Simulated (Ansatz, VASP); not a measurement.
# Two plane-wave programs on BaTiO3

Contents of INCAR:

```
SYSTEM = BaTiO3
PREC = Accurate
ENCUT = 520
EDIFF = 1E-6
ISMEAR = -1
SIGMA = 0.05
LREAL = .FALSE.
LASPH = .TRUE.
NELM = 80
ALGO = Normal
ISIF = 2
LWAVE = .FALSE.
LCHARG = .FALSE.
GGA = PS
NBANDS = 28
```

The input KPOINTS:

```
Automatic mesh
0
G
  6 6 6
  0 0 0
```

File POSCAR:

```
BaTiO3
1.0
    2.8556402745      1.6487046811      2.3183934932
   -2.8556402745      1.6487046811      2.3183934932
    0.0000000000     -3.2974093623      2.3183934932
Ba Ti O
1 1 3
Direct
    0.0000000000      0.0000000000      0.0000000000
    0.4845000000      0.4845000000      0.4845000000
    0.5086000000      0.0175000000      0.5086000000
    0.0175000000      0.5086000000      0.5086000000
    0.5086000000      0.5086000000      0.0175000000
```

Contents of input.yaml:

```yaml
crystal:
  lattice:
    - [2.8556402745, 1.6487046811, 2.3183934932]
    - [-2.8556402745, 1.6487046811, 2.3183934932]
    - [0.0, -3.2974093623, 2.3183934932]
  atoms:
    - { symbol: Ba, position: [0.0, 0.0, 0.0] }
    - { symbol: Ti, position: [0.4845, 0.4845, 0.4845] }
    - { symbol: O, position: [0.5086, 0.0175, 0.5086] }
    - { symbol: O, position: [0.0175, 0.5086, 0.5086] }
    - { symbol: O, position: [0.5086, 0.5086, 0.0175] }
hamiltonian:
  xc: pbesol
  pseudopotentials: { kind: paw }
kpoints:
  mp_grid: { grid: [6, 6, 6] }
  band_path:
    path:
      - [0.0, 0.0, 0.0]
      - [0.4981144002, -0.5018855998, 0.4981144002]
      - [0.5, -0.5, 0.5]
      - [0.4962288004, 0.4962288004, 0.4962288004]
      - [0.0, 0.0, 0.0]
      - [0.5, -0.5, 0.0]
      - [0.5018855998, -0.4981144002, -0.4981144002]
      - [0.5037711996, -0.4962288004, -0.4962288004]
      - [0.5, 0.0, 0.0]
      - [0.5, -0.5, 0.5]
    npoints: 14
scf:
  occupations: { method: fermi_dirac, width: 0.05 }
  n_extra_bands: 12
output:
  forces: true
  stress: true
  eigenvalues: true
  fatbands: true
```

Alike in both runs: functional PBEsol; k mesh 6 × 6 × 6; occupations fermi-dirac, width 0.05 eV; no spin polarisation.

|  | VASP | Ansatz |
| --- | --- | --- |
| version | VASP 6.6.1 | Ansatz 0.2.0 |
| potentials or method | VASP PAW PBE potentials, release 64 (Ba_sv, Ti_sv, O) | Ansatz PAW |
| plane-wave cutoff (eV) | 520 | 420 |
| valence electrons in the cell | 40 | 40 |
| task | single point | band structure |

|  | VASP | Ansatz | Ansatz less VASP |
| --- | --- | --- | --- |
| gap on the k mesh at the Fermi level (eV) | 2.28 | 2.33 | +0.051 |
| least direct gap on the mesh (eV) | 2.72 | 2.74 | +0.014 |
| pressure (GPa) | -2.8 | -4.5 | -1.72 |
| traceless stress, the component that is largest in VASP (GPa) | 1.51 | 1.51 | -0.001 |
| rms of the force components (eV/Å) | 0.050 | 0.071 | +0.0201 |

VASP's potentials were made for PBE, not for PBEsol. Atom by atom the forces differ by 0.024 eV/Å (rms over components). The functional is the same, so the differences come from potentials, cutoffs and numerics.

Neither program's run includes spin-orbit coupling.
